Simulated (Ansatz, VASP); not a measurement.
Ir: VASP beside Ansatz

```xyz
3
Lattice="3.5455 0.0000 0.0000 -1.7728 3.0705 0.0000 0.0000 0.0000 4.0225" Properties=species:S:1:pos:R:3 pbc="T T T"
Ir    0.7992    0.0000    1.3408
Ir   -0.3996    0.6921    2.6817
Ir    1.3732    2.3784    0.0000
```

Alike in both runs: task single point; functional PBEsol; k mesh 6 × 6 × 4; occupations gaussian, width 0.1 eV; no spin polarisation.

```csv
,VASP,Ansatz
version,VASP 6.6.1,Ansatz 0.2.0
potentials or method,"VASP PAW PBE potentials, release 64 (Ir), cutoff 520 eV","scalar-relativistic, plane waves, PAW"
valence electrons in the cell,27,51
```

|  | VASP | Ansatz | Ansatz less VASP |
| --- | --- | --- | --- |
| gap on the k mesh at the Fermi level (eV) | none | none | - |
| rms of the force components (eV/Å) | 14.095 | 16.643 | +2.5473 |

VASP's potentials were made for PBE, not for PBEsol. Atom by atom the forces differ by 2.547 eV/Å (rms over components). A gap of «none» marks a metal or a gap that the smearing closes. VASP's potentials hold 27 valence electrons a cell and Ansatz's 51, so a difference there can come from the potentials and not from the codes.

The k mesh is coarse, so the values compare programs but aren't converged. Spin-orbit coupling is off throughout.
